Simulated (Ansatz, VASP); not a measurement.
One calculation of Ga2Sb2CO, two programs

The input INCAR:

```
SYSTEM = Ga2Sb2CO
  ALGO = Normal
  DIPOL = 0.5 0.5 0.348
  EDIFF = 1E-6
  ENCUT = 520
  GGA = PE
  IDIPOL = 3
  ISIF = 2
  ISMEAR = 0
  IVDW = 12
  LASPH = .TRUE.
  LCHARG = .FALSE.
  LDIPOL = .TRUE.
  LREAL = .FALSE.
  LWAVE = .FALSE.
  NBANDS = 32
  NELM = 60
  PREC = Accurate
  SIGMA = 0.1
```

KPOINTS

```
k-points
0
G
  6 6 1
  0 0 0
```

The input POSCAR:

```
Ga2Sb2CO
1.0
    4.3343814647      0.0000000000      0.0000000000
   -2.1671907324      3.7536844581      0.0000000000
    0.0000000000      0.0000000000     23.6197422994
Sb Ga O C
2 2 1 1
Direct
    0.0000000000      0.0000000000      0.1693498578
    0.3333333333      0.6666666667      0.3259656336
    0.3333333333      0.6666666667      0.2068080104
    0.6666666667      0.3333333333      0.3585874135
    1.1111111111      0.5555555556      0.4898335533
    1.1111111111      0.5555555556      0.5385216375
```

Input for Ansatz:

```yaml
crystal:
  lattice:
    - [4.3343814647, 0.0, 0.0]
    - [-2.1671907324, 3.7536844581, 0.0]
    - [0.0, 0.0, 23.6197422994]
  atoms:
    - { symbol: Sb, position: [0.0, 0.0, 0.1693498578] }
    - { symbol: Ga, position: [0.3333333333, 0.6666666667, 0.2068080104] }
    - { symbol: Sb, position: [0.3333333333, 0.6666666667, 0.3259656336] }
    - { symbol: Ga, position: [0.6666666667, 0.3333333333, 0.3585874135] }
    - { symbol: O, position: [1.1111111111, 0.5555555556, 0.4898335533] }
    - { symbol: C, position: [1.1111111111, 0.5555555556, 0.5385216375] }
basis:
  ecutwfc: 420
kpoints:
  mp_grid: { grid: [6, 6, 1] }
hamiltonian:
  xc: pbe
  pseudopotentials: { kind: paw, azcp: { folder: soft_1 } }
  dispersion: d3bj
scf:
  occupations: { method: gaussian, width: 0.1 }
output:
  forces: true
  eigenvalues: true
efield:
  axis: 3
  dipole_correction: true
  ramp_width: 0.04
```

Alike in both runs: task single point; functional PBE; dispersion D3(BJ); k mesh 6 × 6 × 1; occupations gaussian, width 0.1 eV; no spin polarisation.

|  | VASP | Ansatz |
| --- | --- | --- |
| version | VASP 6.6.1 | Ansatz 0.2.0 |
| potentials or method | VASP PAW PBE potentials, release 64 (Sb, Ga_d, O, C), cutoff 520 eV | scalar-relativistic, plane waves, PAW |
| valence electrons in the cell | 46 | 66 |

Ansatz gave:

| Property | Result |
| --- | --- |
| gap on the k mesh at the Fermi level (eV) | 0.02 |
| least direct gap on the mesh (eV) | 0.16 |
| rms of the force components (eV/Å) | 0.500 |

Task: What did VASP give for the same quantities?

Result: gap on the k mesh at the Fermi level (eV): 0.03; least direct gap on the mesh (eV): 0.15; rms of the force components (eV/Å): 0.231.

One of these differences is far larger than is usual between the two programs; its cause wasn't traced. VASP's potentials hold 46 valence electrons a cell and Ansatz's 66, so a difference there can come from the potentials and not from the codes.

Neither program's run includes spin-orbit coupling. Noted on VASP's run: the standard files for N, O and F lose accuracy on very short bonds.
